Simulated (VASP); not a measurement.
# C (P6_3/mmc) in VASP: a series of runs, part 2 of 2

VASP 6.6.1.

## Step 4: Single point, PBE, collinear spin, ferromagnetic start

This run uses another cell than the first one, of 10.28 Å³/atom, 0.922 times its volume.

Contents of INCAR:

```
SYSTEM = C
PREC = Accurate
ENCUT = 520
EDIFF = 1E-6
ISMEAR = 0
SIGMA = 0.1
LREAL = .FALSE.
LASPH = .TRUE.
NELM = 150
ALGO = Normal
ISIF = 2
LWAVE = .FALSE.
LCHARG = .FALSE.
ISPIN = 2
MAGMOM = 1 1 1 1
LORBIT = 11
GGA = PE
NBANDS = 20
```

Contents of KPOINTS:

```
regular mesh
0
G
  12 12 4
  0 0 0
```

Contents of POSCAR:

```
C
1.0
    2.4672912616      0.0000000000      0.0000000000
   -1.2336456308      2.1367369111      0.0000000000
    0.0000000000      0.0000000000      7.8030730000
C
4
Direct
    0.0000000000      0.0000000000      0.2500000000
    0.0000000000      0.0000000000      0.7500000000
    0.3333333300      0.6666666700      0.2500000000
    0.6666666700      0.3333333300      0.7500000000
```

Run with:

```bash
> cat potpaw_PBE.64/C/POTCAR > POTCAR
> mpirun -np 1 vasp_std > vasp.out
```

Wall time 34 s (1 thread of Intel Xeon 6975P-C (Granite Rapids), shared host); peak memory 0.19 GiB.

The run converged. Its results:

```
Free energy                                           : -36.8925 eV
Pressure                                              : 0.3 GPa
Band gap on the k mesh                                : zero (filled and empty bands overlap)
Net moment                                            : 0.00 μB per cell
Valence electrons inside the program's atomic spheres : C 2.65
```

Levels at points of the mesh, in eV from the Fermi level:
Spin up:
| k point | band 6 | band 7 | band 8 | band 9 | band 10 | band 11 |
| --- | --- | --- | --- | --- | --- | --- |
| (0.00, 0.00, 0.00) | -3.04 | -3.04 | -3.04 | 3.39 | 7.61 | 8.30 |
| (0.50, 0.00, 0.00) | -6.40 | -2.50 | -2.23 | 1.54 | 1.88 | 7.30 |
| (0.00, 0.00, 0.50) | -3.04 | -3.04 | -3.04 | 5.05 | 5.05 | 8.30 |
| (0.50, 0.00, 0.50) | -6.41 | -2.36 | -2.36 | 1.67 | 1.67 | 7.36 |
Spin down:
```csv
k point,band 4,band 5,band 6,band 7,band 8,band 9,band 10,band 11,band 12,band 13
"(0.00, 0.00, 0.00)",-7.16,-3.04,-3.04,-3.04,-3.04,3.39,7.61,8.30,8.30,8.31
"(0.50, 0.00, 0.00)",-13.21,-6.41,-6.40,-2.50,-2.23,1.54,1.88,7.30,7.42,10.76
"(0.00, 0.00, 0.50)",-7.61,-3.04,-3.04,-3.04,-3.04,5.05,5.05,8.30,8.30,8.30
"(0.50, 0.00, 0.50)",-13.22,-6.41,-6.41,-2.36,-2.36,1.67,1.67,7.36,7.36,11.77
```

Caveat: this functional lacks dispersion, which binds the layers, so the pressure and a relaxed spacing across them are unreliable.

## Step 5: Single point, PBE

Contents of INCAR:

```
PREC = Accurate
ENCUT = 520
EDIFF = 1E-6
ISMEAR = 0
SIGMA = 0.1
LREAL = False
LASPH = True
NELM = 80
ALGO = Normal
ISIF = 2
LWAVE = False
LCHARG = False
GGA = PE
NBANDS = 16
```

Contents of KPOINTS:

```
Automatic mesh
0
Gamma
  18 18 6
```

Contents of POSCAR:

```
C
1.0
    2.4665327885      0.0000000000      0.0000000000
   -1.2332663943      2.1360800541      0.0000000000
    0.0000000000      0.0000000000      8.4654495156
C
4
Direct
    0.0000000000      0.0000000000      0.2500000000
    0.0000000000      0.0000000000      0.7500000000
    0.3333333333      0.6666666667      0.2500000000
    0.6666666667      0.3333333333      0.7500000000
```

Potentials or basis: VASP PAW PBE potentials, release 64 (C).

Run with:

```bash
> cat potpaw_PBE.64/C/POTCAR > POTCAR
> mpirun -np 1 vasp_std > vasp.out
```

OUTCAR:

```text
PREC = Accurate
   ENCUT = 520
   EDIFF = 1E-6
   ISMEAR = 0
   LREAL = False
   LASPH = True
   NELM = 80
   ISIF = 2
   GGA = PE

 ion  position               nearest neighbor table
   1  0.000  0.000  0.250-   3 1.42   3 1.42   3 1.42
   2  0.000  0.000  0.750-   4 1.42   4 1.42   4 1.42
   3  0.333  0.667  0.250-   1 1.42   1 1.42   1 1.42
   4  0.667  0.333  0.750-   2 1.42   2 1.42   2 1.42

  LATTYP: Found a hexagonal cell.
 ALAT       =     2.4665327885
 C/A-ratio  =     3.4321252712

  Lattice vectors:

 A1 = (   2.4665327885,   0.0000000000,   0.0000000000)
 A2 = (  -1.2332663943,   2.1360800541,   0.0000000000)
 A3 = (   0.0000000000,   0.0000000000,   8.4654495156)

Analysis of symmetry for initial positions (statically):
=====================================================================
 Subroutine PRICEL returns:
 Original cell was already a primitive cell.

 Routine SETGRP: Setting up the symmetry group for a
 hexagonal supercell.

[... 166 lines left out ...]
  ext. energy  EPLUGINS =         0.00000000
  ---------------------------------------------------
  free energy    TOTEN  =       -36.90437702 eV

  energy without entropy =      -36.90335115  energy(sigma->0) =      -36.90386408

 E-fermi :   2.8430     XC(G=0):  -8.7674

 val. band max:        2.8426112824   @ k =   0.3333   0.3333   0.1667
 cond. band min:       2.8433241485   @ k =   0.3333   0.3333   0.3333
 fundamental gap:      0.0007128661
 Fermi energy:         2.8430184630

 k-point     1 :       0.0000    0.0000    0.0000
  band No.  band energies     occupation
      1     -16.6905      2.00000
      2     -16.6519      2.00000
      3      -5.0146      2.00000
      4      -4.5083      2.00000
      5      -0.2008      2.00000
      6      -0.2008      2.00000
[... 433 lines left out ...]
      3      -9.3697      2.00000
      4      -9.3519      2.00000
      5      -4.3995      2.00000
      6      -4.3927      2.00000
[... 8 lines left out ...]
     15      15.3266      0.00000
     16      16.2941      0.00000

 [... further k-points ...]
[... 5 lines left out ...]
  --------------------------------------------------------------------------------------
  -------------------------------------------------------------------------------------
  Total        0.1541696      0.1541696     -0.0032174     -0.0000000     -0.0000000      0.0000000
  in kB        5.5380230      5.5380230     -0.1155758     -0.0000000     -0.0000000      0.0000000
  external PRESSURE =       3.6534901 kB  Pullay stress =       0.0000000 kB

 VOLUME and BASIS-vectors are now :
 -----------------------------------------------------------------------------
  energy-cutoff  :      520.00
  volume of cell :       44.60
      direct lattice vectors                 reciprocal lattice vectors
     2.466532788  0.000000000  0.000000000     0.405427410  0.234073624  0.000000000
    -1.233266394  2.136080054  0.000000000     0.000000000  0.468147249  0.000000000
     0.000000000  0.000000000  8.465449516     0.000000000  0.000000000  0.118127218

 POSITION                                       TOTAL-FORCE (eV/Angst)
 -----------------------------------------------------------------------------------
      0.00000      0.00000      2.11636         0.000000      0.000000     -0.000000
      0.00000      0.00000      6.34909        -0.000000      0.000000     -0.000000
     -0.00000      1.42405      2.11636         0.000000      0.000000     -0.000000
      1.23327      0.71203      6.34909        -0.000000     -0.000000      0.000000
 -----------------------------------------------------------------------------------
    total drift:                                0.000000     -0.000000      0.000000

  FREE ENERGIE OF THE ION-ELECTRON SYSTEM (eV)
  ---------------------------------------------------
  free  energy   TOTEN  =       -36.9043770166 eV

  energy  without entropy=      -36.9033511469  energy(sigma->0) =      -36.90386408
```

stdout:

```text
POSCAR found type information on POSCAR C
 POSCAR found :  1 types and       4 ions
 scaLAPACK will be used
 LDA part: xc-table for (Slater+PW92), standard interpolation
 POSCAR, INCAR and KPOINTS ok, starting setup
 FFT: planning ... GRIDC
 FFT: planning ... GRID_SOFT
 FFT: planning ... GRID
 WAVECAR not read
 entering main loop
```

It took 49 s on 1 thread of Intel Xeon Platinum 8375C at 2.90GHz (Ice Lake), shared host; peak memory 0.2 GiB.

Results:

```
Free energy            : -36.9044 eV
Pressure               : 0.4 GPa
Band gap on the k mesh : zero (filled and empty bands touch)
```

Levels at points of the mesh, in eV from the Fermi level:
```tsv
k point	band 6	band 7	band 8	band 9	band 10	band 11
(0.00, 0.00, 0.00)	-3.04	-3.04	-3.04	3.11	6.48	8.30
(0.50, 0.00, 0.00)	-6.42	-2.44	-2.28	1.58	1.80	7.33
(0.00, 0.00, 0.50)	-3.04	-3.04	-3.04	4.40	4.40	8.30
(0.50, 0.00, 0.50)	-6.42	-2.36	-2.36	1.67	1.67	7.36
```

Caveat: this functional lacks dispersion, which binds the layers, so the pressure and a relaxed spacing across them are unreliable.

## Step 6: Single point, PBE

Contents of INCAR:

```
SYSTEM = C
ALGO     = Normal         ! electronic algorithm
EDIFF    = 1E-6           ! SCF threshold, eV
ENCUT    = 520            ! plane-wave cutoff, eV
GGA      = PE             ! functional
ISIF     = 2              ! what is computed and relaxed
ISMEAR   = 0              ! smearing method
LASPH    = .True.         ! aspherical terms in the spheres
LCHARG   = .False.        ! write CHGCAR
LREAL    = .False.        ! projectors in reciprocal space
LWAVE    = .False.        ! write WAVECAR
NBANDS   = 16             ! bands
NELM     = 100            ! most SCF steps
PREC     = Accurate       ! precision mode
SIGMA    = 0.1            ! smearing width, eV
```

Contents of KPOINTS:

```
k-points
0
Gamma
  18 18 6
  0 0 0
```

POSCAR is that of step 5.

Potentials or basis: VASP PAW PBE potentials, release 64 (C).

Run with:

```bash
> cat potpaw_PBE.64/C/POTCAR > POTCAR
> mpirun -np 1 vasp_std > vasp.out
```

OUTCAR:

```text
SYSTEM = C
   EDIFF = 1E-6
   ENCUT = 520
   GGA = PE
   ISIF = 2
   ISMEAR = 0
   LASPH = .True.
   LREAL = .False.
   NELM = 100
   PREC = Accurate

 ion  position               nearest neighbor table
   1  0.000  0.000  0.250-   3 1.42   3 1.42   3 1.42
   2  0.000  0.000  0.750-   4 1.42   4 1.42   4 1.42
   3  0.333  0.667  0.250-   1 1.42   1 1.42   1 1.42
   4  0.667  0.333  0.750-   2 1.42   2 1.42   2 1.42

  LATTYP: Found a hexagonal cell.
 ALAT       =     2.4665327885
 C/A-ratio  =     3.4321252712

  Lattice vectors:

 A1 = (   2.4665327885,   0.0000000000,   0.0000000000)
 A2 = (  -1.2332663943,   2.1360800541,   0.0000000000)
 A3 = (   0.0000000000,   0.0000000000,   8.4654495156)

Analysis of symmetry for initial positions (statically):
=====================================================================
 Subroutine PRICEL returns:
 Original cell was already a primitive cell.

 Routine SETGRP: Setting up the symmetry group for a
 hexagonal supercell.

[... 166 lines left out ...]
  ext. energy  EPLUGINS =         0.00000000
  ---------------------------------------------------
  free energy    TOTEN  =       -36.90437702 eV

  energy without entropy =      -36.90335115  energy(sigma->0) =      -36.90386408

 E-fermi :   2.8430     XC(G=0):  -8.7674

 val. band max:        2.8426112824   @ k =   0.3333   0.3333   0.1667
 cond. band min:       2.8433241485   @ k =   0.3333   0.3333   0.3333
 fundamental gap:      0.0007128661
 Fermi energy:         2.8430184630

 k-point     1 :       0.0000    0.0000    0.0000
  band No.  band energies     occupation
      1     -16.6905      2.00000
      2     -16.6519      2.00000
      3      -5.0146      2.00000
      4      -4.5083      2.00000
      5      -0.2008      2.00000
      6      -0.2008      2.00000
[... 433 lines left out ...]
      3      -9.3697      2.00000
      4      -9.3519      2.00000
      5      -4.3995      2.00000
      6      -4.3927      2.00000
[... 8 lines left out ...]
     15      15.3266      0.00000
     16      16.2941      0.00000

 [... further k-points ...]
[... 5 lines left out ...]
  --------------------------------------------------------------------------------------
  -------------------------------------------------------------------------------------
  Total        0.1541696      0.1541696     -0.0032174     -0.0000000     -0.0000000      0.0000000
  in kB        5.5380230      5.5380230     -0.1155758     -0.0000000     -0.0000000      0.0000000
  external PRESSURE =       3.6534901 kB  Pullay stress =       0.0000000 kB

 VOLUME and BASIS-vectors are now :
 -----------------------------------------------------------------------------
  energy-cutoff  :      520.00
  volume of cell :       44.60
      direct lattice vectors                 reciprocal lattice vectors
     2.466532788  0.000000000  0.000000000     0.405427410  0.234073624  0.000000000
    -1.233266394  2.136080054  0.000000000     0.000000000  0.468147249  0.000000000
     0.000000000  0.000000000  8.465449516     0.000000000  0.000000000  0.118127218

 POSITION                                       TOTAL-FORCE (eV/Angst)
 -----------------------------------------------------------------------------------
      0.00000      0.00000      2.11636         0.000000      0.000000     -0.000000
      0.00000      0.00000      6.34909        -0.000000      0.000000     -0.000000
     -0.00000      1.42405      2.11636         0.000000      0.000000     -0.000000
      1.23327      0.71203      6.34909        -0.000000     -0.000000      0.000000
 -----------------------------------------------------------------------------------
    total drift:                                0.000000     -0.000000      0.000000

  FREE ENERGIE OF THE ION-ELECTRON SYSTEM (eV)
  ---------------------------------------------------
  free  energy   TOTEN  =       -36.9043770166 eV

  energy  without entropy=      -36.9033511469  energy(sigma->0) =      -36.90386408
```

OSZICAR:

```text
N       E                     dE             d eps       ncg     rms          rms(c)
DAV:   1     0.466597226166E+02    0.46660E+02   -0.76810E+03  4744   0.898E+02
DAV:   2    -0.357060988182E+02   -0.82366E+02   -0.74516E+02  6552   0.191E+02
DAV:   3    -0.393550918246E+02   -0.36490E+01   -0.36233E+01  6392   0.393E+01
DAV:   4    -0.393945480972E+02   -0.39456E-01   -0.39437E-01  5920   0.491E+00
DAV:   5    -0.393952892488E+02   -0.74115E-03   -0.74111E-03  6216   0.640E-01    0.892E+00
DAV:   6    -0.375357115510E+02    0.18596E+01   -0.13577E+00  5536   0.690E+00    0.523E+00
DAV:   7    -0.368917370432E+02    0.64397E+00   -0.17282E+00  5848   0.785E+00    0.143E+00
DAV:   8    -0.369045569639E+02   -0.12820E-01   -0.65479E-02  5600   0.148E+00    0.201E-01
DAV:   9    -0.369040437175E+02    0.51325E-03   -0.11607E-03  6320   0.230E-01    0.110E-01
DAV:  10    -0.369043724995E+02   -0.32878E-03   -0.99814E-04  5272   0.192E-01    0.602E-02
DAV:  11    -0.369043743940E+02   -0.18945E-05   -0.18819E-05  6272   0.287E-02    0.120E-02
DAV:  12    -0.369043768724E+02   -0.24783E-05   -0.22492E-06  5456   0.132E-02    0.286E-03
DAV:  13    -0.369043770166E+02   -0.14421E-06   -0.35484E-07  4752   0.399E-03
   1 F= -.36904377E+02 E0= -.36903864E+02  d E =-.102587E-02
```

It took 46 s on 1 thread of Intel Xeon Platinum 8375C at 2.90GHz (Ice Lake), shared host; peak memory 0.19 GiB.

What came out:

```
Free energy            : -36.9044 eV
Pressure               : 0.4 GPa
Band gap on the k mesh : zero (filled and empty bands touch)
```

Stress tensor (GPa, compression positive):
```
 0.55  0.00  0.00
 0.00  0.55  0.00
 0.00  0.00 -0.01
```

Levels at points of the mesh, in eV from the Fermi level:
```
           k point  band 5  band 6  band 7  band 8  band 9  band 10  band 11  band 12
(0.00, 0.00, 0.00)   -3.04   -3.04   -3.04   -3.04    3.11     6.48     8.30     8.30
(0.50, 0.00, 0.00)   -6.42   -6.42   -2.44   -2.28    1.58     1.80     7.33     7.39
(0.00, 0.00, 0.50)   -3.04   -3.04   -3.04   -3.04    4.40     4.40     8.30     8.30
(0.50, 0.00, 0.50)   -6.42   -6.42   -2.36   -2.36    1.67     1.67     7.36     7.36
```

Caveat: this functional lacks dispersion, which binds the layers, so the pressure and a relaxed spacing across them are unreliable.
